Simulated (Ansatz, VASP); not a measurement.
## MgO in VASP and in Ansatz

INCAR

```
SYSTEM = MgO
ALGO = Normal
EDIFF = 1E-6
ENCUT = 520
ISIF = 2
ISMEAR = 0
LASPH = .True.
LCHARG = .False.
LREAL = .False.
LWAVE = .False.
NBANDS = 36
NELM = 60
PREC = Accurate
SIGMA = 0.05
```

File KPOINTS:

```
k-points
0
Gamma
  4 4 4
  0 0 0
```

File POSCAR:

```
MgO
1.0
    5.5230736673      0.0000000000      0.0000000000
    0.0000000000      5.5230736673      0.0000000000
    0.0000000000      0.0000000000      5.5230736673
Mg O
6 6
Direct
    0.2500000000     -0.0104289755      0.5000000000
    0.0000000000      0.5104289755      0.2500000000
    0.5000000000      0.7500000000      0.0000000000
    0.7500000000     -0.0104289755      0.5000000000
    0.0000000000      0.5104289755      0.7500000000
    0.5000000000      0.2500000000      0.0000000000
    0.2500000000      0.5081141940      0.0000000000
    0.5000000000     -0.0081141940      0.2500000000
    0.0000000000      0.7500000000      0.5000000000
    0.7500000000      0.5081141940      0.0000000000
    0.5000000000     -0.0081141940      0.7500000000
    0.0000000000      0.2500000000      0.5000000000
```

Input for Ansatz:

```yaml
crystal:
  lattice:
    - [5.5230736673, 0.0, 0.0]
    - [0.0, 5.5230736673, 0.0]
    - [0.0, 0.0, 5.5230736673]
  atoms:
    - { symbol: Mg, position: [0.25, -0.0104289755, 0.5] }
    - { symbol: Mg, position: [0.0, 0.5104289755, 0.25] }
    - { symbol: Mg, position: [0.5, 0.75, 0.0] }
    - { symbol: Mg, position: [0.75, -0.0104289755, 0.5] }
    - { symbol: Mg, position: [0.0, 0.5104289755, 0.75] }
    - { symbol: Mg, position: [0.5, 0.25, 0.0] }
    - { symbol: O, position: [0.25, 0.508114194, 0.0] }
    - { symbol: O, position: [0.5, -0.008114194, 0.25] }
    - { symbol: O, position: [0.0, 0.75, 0.5] }
    - { symbol: O, position: [0.75, 0.508114194, 0.0] }
    - { symbol: O, position: [0.5, -0.008114194, 0.75] }
    - { symbol: O, position: [0.0, 0.25, 0.5] }
basis:
  ecutwfc: 520.0
kpoints:
  mp_grid: { grid: [4, 4, 4] }
hamiltonian:
  xc: lda
  pseudopotentials: { kind: paw, azcp: { folder: soft_1 } }
scf:
  occupations: { method: gaussian, width: 0.05 }
output:
  forces: true
  stress: true
  eigenvalues: true
```

Change from the starting cell: mode 14 frozen in at -0.058 Å and mode 24 at +0.000 Å (largest displacements).

Alike in both runs: task single point; functional LDA; k mesh 4 × 4 × 4; occupations gaussian, width 0.05 eV; no spin polarisation.

```csv
,VASP,Ansatz
version,VASP 6.6.1,Ansatz 0.2.0
potentials or method,"VASP PAW LDA potentials, release 64 (Mg, O), cutoff 520 eV","scalar-relativistic, plane waves, PAW"
valence electrons in the cell,48,96
```

```csv
,VASP,Ansatz,Ansatz less VASP
gap on the k mesh at the Fermi level (eV),2.83,2.84,+0.009
least direct gap on the mesh (eV),2.84,2.85,+0.009
pressure (GPa),-0.5,0.2,+0.71
rms of the force components (eV/Å),0.276,0.269,-0.0067
```

Ansatz warns that its potentials were made for another functional, while VASP's fit it. LDA's correlation is that of Perdew and Zunger in VASP and of Perdew and Wang (1992) in Ansatz. Atom by atom the forces differ by 0.007 eV/Å (rms over components). VASP's potentials hold 48 valence electrons a cell and Ansatz's 96, so a difference there can come from the potentials and not from the codes.
